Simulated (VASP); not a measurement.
Write the native input for VASP 6.6.1 that does the following.

```yaml
Task: single point
Functional: PBEsol
Potentials_or_basis: VASP PAW PBE potentials, release 64 (C)
Cutoff: 520 eV
k_mesh: 18 × 18 × 6
Occupations: gaussian, width 0.15 eV
Spin: no spin polarisation
Dipole_correction: no
Further_INCAR_settings: ALGO = Normal; EDIFF = 1e-06; NBANDS = 16
```

The structure of C lies in POSCAR:

```
C
1.0
    2.4014445374      0.0000000000      0.0000000000
   -1.2007222687      2.1293252536      0.0000000000
    0.0000000000      0.0000000000      7.2458067263
C
4
Direct
   -0.1154958935      0.0000000000      0.0025000000
    0.1154958935      0.0000000000      0.5025000000
    0.2178266890      0.6666666667      0.0025000000
    0.7821733110      0.3333333333      0.5025000000
```

This cell differs from its parent crystal: mode 4 frozen in at -0.284 Å, normal strain along x -0.0233.

These files were run (other wordings do the same):

INCAR

```
ALGO = Normal
EDIFF = 1E-6
ENCUT = 520
GGA = PS
ISIF = 2
ISMEAR = 0
LASPH = True
LCHARG = False
LREAL = False
LWAVE = False
NBANDS = 16
NELM = 60
PREC = Accurate
SIGMA = 0.15
```

KPOINTS

```
k-points
0
Gamma
  18 18 6
```

Potentials or basis: VASP PAW PBE potentials, release 64 (C).

Command:

```console
$ cat potpaw_PBE.64/C/POTCAR > POTCAR
$ mpirun -np 1 vasp_std > vasp.out
```

It gave:

```yaml
Pressure: 10.5 GPa
Largest_force: 0.350 eV/Å
Band_gap_on_the_k_mesh: 0.19 eV, direct
```

Caveat: the cell differs from its parent crystal (mode 4 frozen in at -0.284 Å, normal strain along x -0.0233); the PAW data sets were made with another functional, which shifts forces and pressure a little; this functional lacks dispersion, which binds the layers, so the pressure and a relaxed spacing across them are unreliable.

It took 4.1 min on 1 thread of Intel(R) Xeon(R) Platinum 8488C (Sapphire Rapids), with other jobs on the host, peak memory 0.36 GiB.
